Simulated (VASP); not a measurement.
Runs of VASP 6.6.1 on Pd. The structure is that of space group Fm-3m (No. 225), or close to it. The cells are those of the table. 

| cell | gap on the mesh (eV) | pressure (GPa) |
| --- | --- | --- |
| a = 2.718, b = 2.718, c = 2.613 Å, angles 61.3, 61.3, 57.5°, 1 atom | none | 27.7 |
| a = 2.613 Å, angles 60.0°, 1 atom | none | (b) |
| a = 2.785, b = 2.785, c = 2.751 Å, angles 60.4, 60.4, 59.2°, 1 atom | none | (a) |
| a = 2.787, b = 2.787, c = 2.682 Å, angles 61.2, 61.2, 57.5°, 1 atom | none | 8.1 |
| a = 2.716, b = 2.716, c = 2.682 Å, angles 60.4, 60.4, 59.2°, 1 atom | none | 19.4 |

Alike in all rows: task single point; level PBE; potentials or basis VASP PAW PBE potentials, release 64 (Pd); no spin polarisation; k mesh 20 × 20 × 20; cutoff (eV) 520; smearing gaussian 0.15 eV.

Fill in the values left out.

(a) 2.6; (b) 54.9.

Caveats: the cell stands under pressure (at least some runs).

A k mesh can miss the band edges, and the runs leave out spin-orbit coupling on Pd.

A gap of «none» marks levels without a gap at the run's occupations.
